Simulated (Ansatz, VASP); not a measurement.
# HgTe in VASP and in Ansatz

```
Hg Te
1.0
     4.69932    0.00000    0.00000
    -2.34966    4.06973    0.00000
     0.00000    0.00000   15.39425
Hg Te
4 4
Direct
  0.00000 0.00000 0.99976
  0.33333 0.66667 0.25025
  0.66667 0.33333 0.49976
  0.33333 0.66667 0.75025
  0.00000 0.00000 0.18774
  0.33333 0.66667 0.43725
  0.66667 0.33333 0.68774
  0.33333 0.66667 0.93725
```

Alike in both runs: functional PBE; k mesh 12 × 12 × 3; occupations gaussian, width 0.1 eV; no spin polarisation.

Ansatz relaxed the structure, and its values are those at the end. VASP's run is a single point on that final structure, the one shown.

```csv
,VASP,Ansatz
version,VASP 6.6.1,Ansatz 0.2.0
potentials or method,"VASP PAW PBE potentials, release 64 (Hg, Te), cutoff 520 eV","scalar-relativistic, plane waves, PAW"
valence electrons in the cell,72,144
```

|  | VASP | Ansatz | Ansatz less VASP |
| --- | --- | --- | --- |
| gap on the k mesh at the Fermi level (eV) | none | none | - |
| pressure (GPa) | 0.0 | 0.0 | -0.04 |

A gap of «none» marks a metal or a gap that the smearing closes. With one functional, cell and mesh, what is left measures potentials, basis and numerics. VASP's potentials hold 72 valence electrons a cell and Ansatz's 144, so a difference there can come from the potentials and not from the codes.

Spin-orbit coupling is off throughout.
